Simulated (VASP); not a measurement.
# Mo (Im-3m) in VASP: notebook

Mo is run at these levels: PBEsol; tasks: single point, relaxation of cell and atoms.

Program: VASP 6.6.1. These are calculated values, not measurements. Logs are shortened: lines on timing, memory, paths and dates and some standing lists are left out, and cuts for length are marked.

### 1 The cell of the first run

It takes space group Im-3m (No. 229, cubic). Conventional cell: a = 3.130 Å, b = 3.130 Å, c = 3.130 Å, α = 90.00°, β = 90.00°, γ = 90.00°. Mo (site symmetry m-3m) has 14 Mo at 2.71 to 3.13 Å within 3.6 Å.

### 2 Single point, PBEsol

File INCAR:

```
SYSTEM = Mo
  PREC = Accurate
  ENCUT = 520
  EDIFF = 1E-7
  ISMEAR = -1
  SIGMA = 0.1
  LREAL = .FALSE.
  LASPH = .TRUE.
  NELM = 60
  ALGO = Normal
  ISIF = 2
  LWAVE = .FALSE.
  LCHARG = .FALSE.
  GGA = PS
  NBANDS = 13
```

File KPOINTS:

```
regular mesh
0
G
  20 20 20
  0 0 0
```

File POSCAR:

```
Mo
1.0
   -1.5649658763      1.5649658763      1.5649658763
    1.5649658763     -1.5649658763      1.5649658763
    1.5649658763      1.5649658763     -1.5649658763
Mo
1
Direct
    0.0000000000      0.0000000000      0.0000000000
```

Potentials or basis: VASP PAW PBE potentials, release 64 (Mo_sv).

On the command line:

```bash
> cat potpaw_PBE.64/Mo_sv/POTCAR > POTCAR
> mpirun -np 1 vasp_std > vasp.out
```

OUTCAR:

```text
SYSTEM = Mo
   PREC = Accurate
   ENCUT = 520
   EDIFF = 1E-7
   ISMEAR = -1
   LREAL = .FALSE.
   LASPH = .TRUE.
   NELM = 60
   ISIF = 2
   GGA = PS

 ion  position               nearest neighbor table
   1  0.000  0.000  0.000-

  LATTYP: Found a body centered cubic cell.
 ALAT       =     3.1299317526

  Lattice vectors:

 A1 = (  -1.5649658763,   1.5649658763,   1.5649658763)
 A2 = (   1.5649658763,  -1.5649658763,   1.5649658763)
 A3 = (   1.5649658763,   1.5649658763,  -1.5649658763)

Analysis of symmetry for initial positions (statically):
=====================================================================
 Subroutine PRICEL returns:
 Original cell was already a primitive cell.

 Routine SETGRP: Setting up the symmetry group for a
 body centered cubic supercell.

 Subroutine GETGRP returns: Found 48 space group operations
 (whereof 48 operations were pure point group operations)
 out of a pool of 48 trial point group operations.

The static configuration has the point symmetry O_h .

Analysis of symmetry for dynamics (positions and initial velocities):
=====================================================================
 Subroutine PRICEL returns:
 Original cell was already a primitive cell.

 Routine SETGRP: Setting up the symmetry group for a
 body centered cubic supercell.

 Subroutine GETGRP returns: Found 48 space group operations
 (whereof 48 operations were pure point group operations)
 out of a pool of 48 trial point group operations.

The dynamic configuration has the point symmetry O_h .

 Subroutine INISYM returns: Found 48 space group operations
 (whereof 48 operations are pure point group operations),
 and found     1 'primitive' translations

----------------------------------------------------------------------------------------

                                     Primitive cell

  volume of cell :      15.3311

  direct lattice vectors                    reciprocal lattice vectors
    -1.564965876  1.564965876  1.564965876     0.000000000  0.319495784  0.319495784
     1.564965876 -1.564965876  1.564965876     0.319495784  0.000000000  0.319495784
     1.564965876  1.564965876 -1.564965876     0.319495784  0.319495784  0.000000000

  length of vectors
     2.710600410  2.710600410  2.710600410     0.451835271  0.451835271  0.451835271

  position of ions in fractional coordinates (direct lattice)
     0.000000000  0.000000000  0.000000000

  ion indices of the primitive-cell ions
   primitive index   ion index
                 1           1

----------------------------------------------------------------------------------------

 KPOINTS: regular mesh

Automatic generation of k-mesh.
 Grid dimensions read from file:
 generate k-points for:   20   20   20

 Generating k-lattice:

  Cartesian coordinates                     Fractional coordinates (reciprocal lattice)
     0.000000000  0.015974789  0.015974789     0.050000000  0.000000000  0.000000000
     0.015974789  0.000000000  0.015974789     0.000000000  0.050000000  0.000000000
     0.015974789  0.015974789  0.000000000     0.000000000  0.000000000  0.050000000

  Length of vectors
     0.022591764  0.022591764  0.022591764

  Shift w.r.t. Gamma in fractional coordinates (k-lattice)
     0.000000000  0.000000000  0.000000000

 Subroutine IBZKPT returns following result:
 ===========================================

 Found    256 irreducible k-points:

 Following reciprocal coordinates:
            Coordinates               Weight
  0.000000  0.000000  0.000000      1.000000
  0.050000  0.000000  0.000000     12.000000
  0.100000  0.000000  0.000000     12.000000
  0.150000  0.000000  0.000000     12.000000
  0.200000  0.000000  0.000000     12.000000
  0.250000  0.000000  0.000000     12.000000
[... 16 lines left out ...]
  0.200000  0.100000  0.000000     48.000000
  0.250000  0.100000  0.000000     48.000000
 [... further k-points ...]
   k-points           NKPTS =    256   k-points in BZ     NKDIM =    256   number of bands    NBANDS=     13
   number of dos      NEDOS =    301   number of ions     NIONS =      1
   total plane-waves  NPLWV =   8000
   dimension x,y,z NGX =    20 NGY =   20 NGZ =   20
   dimension x,y,z NGXF=    40 NGYF=   40 NGZF=   40
   ions per type =               1
   NGX,Y,Z   is equivalent  to a cutoff of  12.27, 12.27, 12.27 a.u.
   NGXF,Y,Z  is equivalent  to a cutoff of  24.53, 24.53, 24.53 a.u.
 SYSTEM =  Mo
   PREC   = accura    normal or accurate (medium, high low for compatibility)
   ISTART =      0    job   : 0-new  1-cont  2-samecut
   ICHARG =      2    charge: 1-file 2-atom 10-const
   ISPIN  =      1    spin polarized calculation?
   LNONCOLLINEAR =      F non collinear calculations
   LSORBIT =      F    spin-orbit coupling
   LASPH  =      T    aspherical Exc in radial PAW
   ENCUT  =  520.0 eV  38.22 Ry    6.18 a.u.   5.04  5.04  5.04*2*pi/ulx,y,z
   NELM   =     60;   NELMIN=  2; NELMDL= -5     # of ELM steps
   EDIFF  = 0.1E-06   stopping-criterion for ELM
   LREAL  =      F    real-space projection
   EDIFFG = 0.1E-05   stopping-criterion for IOM
   NSW    =      0    number of steps for IOM
   IBRION =     -1    ionic relax: 0-MD 1-quasi-New 2-CG
   NFREE  =      0    steps in history (QN), initial steepest desc. (CG)
   ISIF   =      2    stress and relaxation
   ISYM   =      2    0-nonsym 1-usesym 2-fastsym
   POTIM  = 0.5000    time-step for ionic-motion
   TEBEG  =    0.0;   TEEND  =   0.0 temperature during run
   PSTRESS=    0.0 pullay stress
   NELECT =      14.0000    total number of electrons
   NUPDOWN=      -1.0000    fix difference up-down
   EMIN   =  10.00;   EMAX   =-10.00  energy-range for DOS
   EFERMI =   0.00;   METHOD = LEGACY
   ISMEAR =    -1;   SIGMA  =   0.10  broadening in eV -4-tet -1-fermi 0-gaus
   EFERMI_NEDOS =   21; number of points for ismear=-14 and -15
   IALGO  =     38    algorithm
   IMIX   =      4    mixing-type and parameters
     AMIX     =   0.40;   BMIX     =  1.00
     AMIX_MAG =   1.60;   BMIX_MAG =  1.00
  volume/ion in A,a.u.               =      15.33       103.46
  Fermi-wavevector in a.u.,A,eV,Ry     =   1.588276  3.001406 34.322338  2.522621
  Thomas-Fermi vector in A             =   2.687305
   LORBIT       =      0    0 simple, 1 ext, 2 COOP (PROOUT), +10 PAW based schemes
   GGA     = PS    functional components
   LHFCALC =     F    Hartree Fock is set to
   AEXX    =    0.0000 exact exchange contribution
   IVDW    =     0    specifies the selected vdW correction
   LEPSILON=     F    determine dielectric tensor
   LRPA    =     F    only Hartree local field effects (RPA)
 non-spin polarized calculation
  energy-cutoff  :      520.00
  volume of cell :       15.33
 maximum number of plane-waves:       426
   NGX =  9   NGY =  9   NGZ =  9

 number of electron      13.9999998 magnetization

 Free energy of the ion-electron system (eV)
  ---------------------------------------------------
  ext. energy  EPLUGINS =         0.00000000
  ---------------------------------------------------
  free energy    TOTEN  =       -11.78971991 eV

  energy without entropy =      -11.76970629  energy(sigma->0) =      -11.77971310

 E-fermi :  12.7834     XC(G=0): -13.6387

 val. band max:       12.7721058205   @ k =   0.1500   0.0500  -0.0000
 cond. band min:      12.7863909689   @ k =   0.3500   0.0500   0.0500
 fundamental gap:      0.0142851485
 Fermi energy:        12.7833928999

 k-point     1 :       0.0000    0.0000    0.0000
  band No.  band energies     occupation
      1     -48.4172      2.00000
      2     -21.6579      2.00000
      3     -21.6579      2.00000
      4     -21.6579      2.00000
      5       5.4308      2.00000
      6      11.3747      2.00000
      7      11.3747      2.00000
      8      11.3747      2.00000
      9      14.4624      0.00000
     10      14.4624      0.00000
     11      27.6160      0.00000
     12      27.6160      0.00000
     13      27.6160      0.00000

 k-point     2 :       0.0500    0.0000    0.0000
  band No.  band energies     occupation
      1     -48.4103      2.00000
      2     -21.6974      2.00000
      3     -21.6700      2.00000
      4     -21.6583      2.00000
      5       5.5450      2.00000
      6      11.3093      2.00000
      7      11.3645      2.00000
      8      11.4818      2.00000
      9      14.3628      0.00000
     10      14.4637      0.00000
     11      27.7046      0.00000
     12      27.8084      0.00000
     13      27.8522      0.00000

 k-point     3 :       0.1000    0.0000    0.0000
  band No.  band energies     occupation
      1     -48.3903      2.00000
      2     -21.8112      2.00000
      3     -21.7050      2.00000
      4     -21.6592      2.00000
      5       5.8740      2.00000
      6      11.1251      2.00000
      7      11.3211      2.00000
      8      11.7998      1.99989
      9      14.1305      0.00000
     10      14.4714      0.00000
     11      27.9297      0.00000
     12      28.3723      0.00000
     13      28.4659      0.00000
[... 305 lines left out ...]
 k-point    23 :       0.2000    0.1000    0.0000
  band No.  band energies     occupation
      1     -48.2609      2.00000
      2     -22.4771      2.00000
      3     -21.9067      2.00000
      4     -21.7140      2.00000
      5       7.7211      2.00000
      6      10.2331      2.00000
      7      10.7630      2.00000
      8      13.6482      0.00035
      9      14.3978      0.00000
     10      14.8925      0.00000
     11      28.0418      0.00000
     12      29.0756      0.00000
     13      31.2625      0.00000

 k-point    24 :       0.2500    0.1000    0.0000
  band No.  band energies     occupation
      1     -48.2183      2.00000
      2     -22.6776      2.00000
      3     -21.9914      2.00000
      4     -21.7185      2.00000
      5       7.9580      2.00000
      6       9.9383      2.00000
      7      11.0836      2.00000
      8      13.8357      0.00005
      9      14.9891      0.00000
     10      15.4536      0.00000
     11      27.1450      0.00000
     12      28.2891      0.00000
     13      32.4570      0.00000

 [... further k-points ...]

------------------------ aborting loop because EDIFF is reached ----------------------------------------

  FORCE on cell =-STRESS in cart. coord.  units (eV):
  Direction    XX          YY          ZZ          XY          YZ          ZX
  --------------------------------------------------------------------------------------
  -------------------------------------------------------------------------------------
  Total        0.0534399      0.0534399      0.0534399      0.0000000      0.0000000      0.0000000
  in kB        5.5847175      5.5847175      5.5847175      0.0000000      0.0000000      0.0000000
  external PRESSURE =       5.5847175 kB  Pullay stress =       0.0000000 kB

 VOLUME and BASIS-vectors are now :
 -----------------------------------------------------------------------------
  energy-cutoff  :      520.00
  volume of cell :       15.33
      direct lattice vectors                 reciprocal lattice vectors
    -1.564965876  1.564965876  1.564965876     0.000000000  0.319495784  0.319495784
     1.564965876 -1.564965876  1.564965876     0.319495784  0.000000000  0.319495784
     1.564965876  1.564965876 -1.564965876     0.319495784  0.319495784  0.000000000

 POSITION                                       TOTAL-FORCE (eV/Angst)
 -----------------------------------------------------------------------------------
      0.00000      0.00000      0.00000         0.000000      0.000000      0.000000
 -----------------------------------------------------------------------------------
    total drift:                                0.000000     -0.000000      0.000000

  FREE ENERGIE OF THE ION-ELECTRON SYSTEM (eV)
  ---------------------------------------------------
  free  energy   TOTEN  =       -11.7897199109 eV

  energy  without entropy=      -11.7697062950  energy(sigma->0) =      -11.77971310
```

Run time: 50 s. Hardware: 1 thread of Intel Xeon 8259CL, shared host; peak memory 0.16 GiB.

What came out:

- Free energy: -11.7897 eV
- Pressure: 0.6 GPa
- Band gap on the k mesh: zero (bands 7 and 8 overlap by 5.53 eV)

Caveat: the PAW data sets were made with another functional, which shifts forces and pressure a little.

[end of part 1 of 2]
